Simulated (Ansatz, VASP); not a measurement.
MoS2 in VASP and in Ansatz

```
Mo S
1.0
     3.14150    0.00000    0.00000
    -1.57075    2.72062    0.00000
     0.00000    0.00000   21.37765
Mo S
2 4
Cartesian
  0.0000 1.8137 18.1958
  1.5708 0.9069 3.1818
  1.5708 0.9069 16.6666
  0.0000 1.8137 1.6514
  1.5708 0.9069 19.7262
  0.0000 1.8137 4.7111
```

Alike in both runs: task single point; functional PBE; dispersion D3(BJ); k mesh 10 × 10 × 2; occupations fermi-dirac, width 0.05 eV; no spin polarisation.

```csv
,VASP,Ansatz
version,VASP 6.6.1,Ansatz 0.2.0
potentials or method,"VASP PAW PBE potentials, release 64 (Mo_sv, S)",Ansatz PAW
plane-wave cutoff (eV),520,420
valence electrons in the cell,52,52
```

|  | VASP | Ansatz | Ansatz less VASP |
| --- | --- | --- | --- |
| gap on the k mesh at the Fermi level (eV) | 1.46 | 1.44 | -0.016 |
| least direct gap on the mesh (eV) | 2.00 | 2.00 | -0.004 |
| rms of the force components (eV/Å) | 0.401 | 0.409 | +0.0078 |

Atom by atom the forces differ by 0.008 eV/Å (rms over components).
